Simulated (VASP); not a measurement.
Input of a VASP 6.6.1 run:

INCAR

```
SYSTEM = In2GaN3
  ALGO = Normal
  EDIFF = 1E-7
  ENCUT = 520
  GGA = PE
  ISIF = 2
  ISMEAR = -1
  LASPH = .TRUE.
  LCHARG = .FALSE.
  LREAL = .FALSE.
  LWAVE = .FALSE.
  NBANDS = 36
  NELM = 60
  PREC = Accurate
  SIGMA = 0.02
```

Contents of KPOINTS:

```
k-points
0
G
  8 8 8
  0 0 0
```

File POSCAR:

```
In2GaN3
1.0
   -1.7193655720      1.7193655720      7.3739259290
    1.7193655720     -1.7193655720      7.3739259290
    1.7193655720      1.7193655720     -7.3739259290
Ga N In
1 3 2
Direct
    0.0000000000      0.0000000000      0.0000000000
    0.4292491012      0.9292491012      0.5000000000
    0.7500000000      0.2500000000      0.5000000000
    0.0707508988      0.5707508988      0.5000000000
    0.3393115165      0.3393115165      0.0000000000
    0.6606884835      0.6606884835      0.0000000000
```

Potentials or basis: VASP PAW PBE potentials, release 64 (Ga_d, N, In_d).

The run is started by

```sh
$ cat potpaw_PBE.64/Ga_d/POTCAR potpaw_PBE.64/N/POTCAR potpaw_PBE.64/In_d/POTCAR > POTCAR
$ mpirun -np 1 vasp_std > vasp.out
```

Estimate the pressure.

0.2 GPa.

Predict the largest force.

0.006 eV/Å.

Forces in eV/Å, atoms in the order of the input:
```
Ga   0.000  0.000  0.000
N    0.000  0.000  0.006
N    0.000  0.000  0.000
N    0.000  0.000 -0.006
In   0.000  0.000  0.000
In   0.000  0.000  0.000
```
